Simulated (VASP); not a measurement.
**BaTiO3: single point with r2SCAN**

BaTiO3:

```
Ba Ti O
1.0
     3.83421    0.00000    0.00000
     0.00000    3.83421    0.00000
     0.00000    0.00000    4.15387
Ba Ti O
1 1 3
Direct
  0.00000 0.00000 0.00000
  0.50000 0.50000 0.50000
  0.50000 0.50000 0.00000
  0.50000 0.00000 0.50000
  0.00000 0.50000 0.50000
```

This cell differs from its parent crystal: strain -0.040 along x and y, +0.040 along z.

```json
{"Program": "VASP 6.6.1", "Task": "single point", "Functional": "r2SCAN", "Potentials or basis": "VASP PAW PBE potentials, release 64 (Ba_sv, Ti_sv, O)", "Cutoff": "520 eV", "k mesh": "8 × 8 × 8", "Occupations": "gaussian, width 0.05 eV", "Spin": "no spin polarisation", "Dipole correction": "no", "Further INCAR settings": "ALGO = Normal; EDIFF = 1e-07; NBANDS = 28"}
```

```json
{
  "Pressure": "12.6 GPa",
  "Band gap on the k mesh": "2.08 eV, indirect (least direct gap 2.26 eV)"
}
```

Stress tensor (GPa, compression positive):
```
18.99  0.00  0.00
 0.00 18.99  0.00
 0.00  0.00 -0.13
```

Levels at points of the mesh, in eV from the valence-band top:
| k point | band 18 | band 19 | band 20 | band 21 | band 22 | band 23 |
| --- | --- | --- | --- | --- | --- | --- |
| (0.00, 0.00, 0.00) | -0.31 | -0.18 | -0.18 | 2.08 | 2.08 | 2.24 |
| (0.50, 0.00, 0.00) | -1.99 | -0.96 | -0.83 | 2.29 | 4.20 | 4.25 |
| (0.50, 0.50, 0.00) | -0.49 | -0.49 | -0.06 | 4.26 | 4.26 | 4.82 |
| (0.00, 0.00, 0.50) | -1.41 | -0.80 | -0.80 | 2.35 | 3.55 | 3.55 |
| (0.50, 0.00, 0.50) | -1.27 | -1.23 | -0.40 | 3.57 | 4.29 | 4.43 |
| (0.50, 0.50, 0.50) | -0.10 | -0.10 | 0.00 | 4.70 | 4.70 | 5.06 |

It took 5.1 min on 1 thread of Intel(R) Xeon(R) 6975P-C (Granite Rapids), with other jobs on the host, peak memory 0.27 GiB.

Caveat: the cell differs from its parent crystal (strain -0.040 along x and y, +0.040 along z); the PAW data sets were made with another functional, which shifts forces and pressure a little; spin-orbit coupling is left out, which moves the levels of the heavy elements. A k mesh can miss the band edges.
